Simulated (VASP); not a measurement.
# Zr (P6_3/mmc) in VASP: notebook, part 2 of 2

VASP 6.6.1. Earlier steps stand in the parts before.

## 4. Relaxation of cell and atoms, LDA, target pressure 9 GPa, at which the enthalpy is minimised

This run uses another cell than the first one, of 20.63 Å³/atom.

Input file INCAR:

```
SYSTEM = Zr
PREC = Accurate
ENCUT = 600
EDIFF = 1E-6
ISMEAR = 0
SIGMA = 0.05
LREAL = .FALSE.
LASPH = .TRUE.
NELM = 80
ALGO = Fast
ISIF = 3
LWAVE = .FALSE.
LCHARG = .FALSE.
IBRION = 2
NSW = 80
EDIFFG = -0.01
PSTRESS = 90.0
```

Input file KPOINTS:

```
Automatic mesh
0
G
  16 16 10
  0 0 0
```

Input file POSCAR:

```
Zr
1.0
    3.0790425506      0.0000000000      0.0000000000
   -1.5395212753      2.6665290681      0.0000000000
    0.0000000000      0.0000000000      5.0264853533
Zr
2
Direct
    0.3333333333      0.6666666667      0.2500000000
    0.6666666667      0.3333333333      0.7500000000
```

Potentials or basis: VASP PAW LDA potentials, release 64 (Zr_sv).

Command:

```console
$ cat potpaw_LDA.64/Zr_sv/POTCAR > POTCAR
$ mpirun -np 1 vasp_std > vasp.out
```

OUTCAR:

```text
SYSTEM = Zr
   PREC = Accurate
   ENCUT = 600
   EDIFF = 1E-6
   ISMEAR = 0
   LREAL = .FALSE.
   LASPH = .TRUE.
   NELM = 80
   ISIF = 3
   IBRION = 2
   NSW = 80
   EDIFFG = -0.01
   PSTRESS = 90.0

 ion  position               nearest neighbor table
   1  0.333  0.667  0.250-   2 3.08   2 3.08   2 3.08   2 3.08   2 3.08   2 3.08
   2  0.667  0.333  0.750-   1 3.08   1 3.08   1 3.08   1 3.08   1 3.08   1 3.08

  LATTYP: Found a hexagonal cell.
 ALAT       =     3.0790425506
 C/A-ratio  =     1.6324832381

  Lattice vectors:

 A1 = (   3.0790425506,   0.0000000000,   0.0000000000)
 A2 = (  -1.5395212753,   2.6665290681,   0.0000000000)
 A3 = (   0.0000000000,   0.0000000000,   5.0264853533)

Analysis of symmetry for initial positions (statically):
=====================================================================
 Subroutine PRICEL returns:
 Original cell was already a primitive cell.

 Routine SETGRP: Setting up the symmetry group for a
 hexagonal supercell.

 Subroutine GETGRP returns: Found 24 space group operations
 (whereof 12 operations were pure point group operations)
 out of a pool of 24 trial point group operations.

The static configuration has the point symmetry D_3d.
 The point group associated with its full space group is D_6h.
[... 172 lines left out ...]
  -------------------------------------------------------------------------------------
  Total        1.5703833      1.5703833      1.5876660      0.0000000     -0.0000000      0.0000000
  in kB       60.9662950     60.9662950     61.6372552      0.0000000     -0.0000000      0.0000000
  external PRESSURE =     -28.8100516 kB  Pullay stress =      90.0000000 kB
[... 253 lines left out ...]
--------------------------------------- Ionic step        8  -------------------------------------------

 number of electron      24.0000000 magnetization

 Free energy of the ion-electron system (eV)
  ---------------------------------------------------
  ext. energy  EPLUGINS =         0.00000000
  ---------------------------------------------------
  free energy    TOTEN  =       -18.49741012 eV

  energy without entropy =      -18.49528899  energy(sigma->0) =      -18.49634955

 E-fermi :  10.4916     XC(G=0): -11.9627

 val. band max:       10.4849510109   @ k =   0.2500   0.1875   0.4000
 cond. band min:      10.4923725177   @ k =   0.1250   0.0000   0.1000
 fundamental gap:      0.0074215067
 Fermi energy:        10.4916449174

 k-point     1 :       0.0000    0.0000    0.0000
  band No.  band energies     occupation
      1     -37.8440      2.00000
      2     -37.5898      2.00000
      3     -16.7713      2.00000
      4     -15.4038      2.00000
      5     -15.4038      2.00000
      6     -15.2608      2.00000
[... 433 lines left out ...]
      3     -16.3053      2.00000
      4     -16.2182      2.00000
      5     -16.2033      2.00000
      6     -15.7837      2.00000
[... 8 lines left out ...]
     15      11.7535      0.00000
     16      13.7453      0.00000

 [... further k-points ...]

------------------------ aborting loop because EDIFF is reached ----------------------------------------

  FORCE on cell =-STRESS in cart. coord.  units (eV):
  Direction    XX          YY          ZZ          XY          YZ          ZX
  --------------------------------------------------------------------------------------
  -------------------------------------------------------------------------------------
  Total        2.2746316      2.2746316      2.2746048      0.0000000      0.0000000      0.0000000
  in kB       90.3438513     90.3438513     90.3427862      0.0000000      0.0000000      0.0000000
  external PRESSURE =       0.3434962 kB  Pullay stress =      90.0000000 kB
[... 21 lines left out ...]
  energy  without entropy=      -18.4952889906  energy(sigma->0) =      -18.49634955

  enthalpy is  TOTEN    =       -16.2314358249 eV   P V=        2.2659742927

 reached required accuracy - stopping structural energy minimisation
```

It took 18 min on 1 thread of Intel Xeon Platinum 8259CL at 2.50GHz (Skylake/Cascade Lake), shared host; peak memory 0.26 GiB.

What came out:

* Free energy: -18.4974 eV
* Relaxed volume: 20.17 Å³/atom
* Relaxed cell: a = 3.051 Å, b = 3.051 Å, c = 5.005 Å, α = 90.00°, β = 90.00°, γ = 120.00°
* Space group after relaxing (to 0.1 Å): P6_3/mmc (No. 194)
* Energy change on relaxing (the run minimises the enthalpy): +21.9 meV/atom
* Ionic steps: 8
* Pressure after relaxing: 9.0 GPa
* Band gap on the k mesh: zero (bands 12 and 13 overlap by 1.29 eV)

Step by step:
| step | energy change (eV) | largest force (eV/Å) | pressure (GPa) | volume (Å³) |
| --- | --- | --- | --- | --- |
| 1 | 0.0000 | 0.0000 | 6.12 | 41.27 |
| 2 | 0.1316 | 0.0000 | 13.50 | 39.09 |
| 3 | 0.0420 | 0.0000 | 8.97 | 40.37 |
| 4 | 0.0430 | 0.0000 | 9.04 | 40.36 |
| 5 | 0.0434 | 0.0000 | 9.03 | 40.35 |
| 6 | 0.0437 | 0.0000 | 9.02 | 40.34 |
| 7 | 0.0442 | 0.0000 | 9.03 | 40.33 |
| 8 | 0.0439 | 0.0000 | 9.03 | 40.34 |

Final structure:
```
Zr
1.0
     3.05077    0.00000    0.00000
    -1.52539    2.64205    0.00000
     0.00000    0.00000    5.00464
Zr
2
Direct
  0.33333 0.66667 0.25000
  0.66667 0.33333 0.75000
```

Caveat: the cell is relaxed towards a set pressure, so the run minimises the enthalpy, not the energy.

## 5. The runs side by side

```tsv
task	cell	cutoff (eV)	gap on the mesh (eV)	pressure (GPa)
single point	a = 3.004, b = 3.004, c = 4.972 Å, angles 90.0, 90.0, 120.0°, 2 atoms	520	none	14.1
relaxation of cell and atoms	relaxed to 14 GPa from a = 3.051, b = 3.051, c = 5.002 Å, angles 90.0, 90.0, 120.0°, 2 atoms	600	none	14.0
relaxation of cell and atoms	relaxed to 9 GPa from a = 3.079, b = 3.079, c = 5.026 Å, angles 90.0, 90.0, 120.0°, 2 atoms	600	none	9.0
```

Alike in all rows: level LDA; potentials or basis VASP PAW LDA potentials, release 64 (Zr_sv); no spin polarisation; k mesh 16 × 16 × 10; smearing gaussian 0.05 eV.

Caveats: the cell is relaxed towards a set pressure, so the run minimises the enthalpy, not the energy (at least some runs); the cell stands under pressure (at least some runs).

Total energies depend on the potentials used, so only differences within one code and one set of settings carry meaning.
